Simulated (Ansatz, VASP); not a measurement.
# SnO in VASP and in Ansatz

```
Sn O
1.0
     3.12772    0.00000    0.00000
     0.00000    5.45197    0.00000
     0.00000    0.00000    4.00081
Sn O
2 2
Direct
  0.00000 0.24410 0.52789
  0.50000 0.75590 0.02789
  0.00000 0.88363 0.72211
  0.50000 0.11637 0.22211
```

Change from the starting cell: biaxial_xy strain -5.3%.

Alike in both runs: task single point; functional PBE; k mesh 8 × 4 × 6; occupations fermi-dirac, width 0.02 eV; no spin polarisation.

```csv
,VASP,Ansatz
version,VASP 6.6.1,Ansatz 0.2.0
potentials or method,"VASP PAW PBE potentials, release 64 (Sn_d, O)","plane waves, PAW"
plane-wave cutoff (eV),520,420
valence electrons in the cell,40,40
```

```csv
,VASP,Ansatz,Ansatz less VASP
gap on the k mesh at the Fermi level (eV),1.06,1.07,+0.012
pressure (GPa),9.8,9.5,-0.29
"traceless stress, the component that is largest in VASP (GPa)",4.16,4.16,-0.009
rms of the force components (eV/Å),0.298,0.258,-0.0400
```

Atom by atom the forces differ by 0.041 eV/Å (rms over components). With one functional, cell and mesh, what is left measures potentials, basis and numerics.
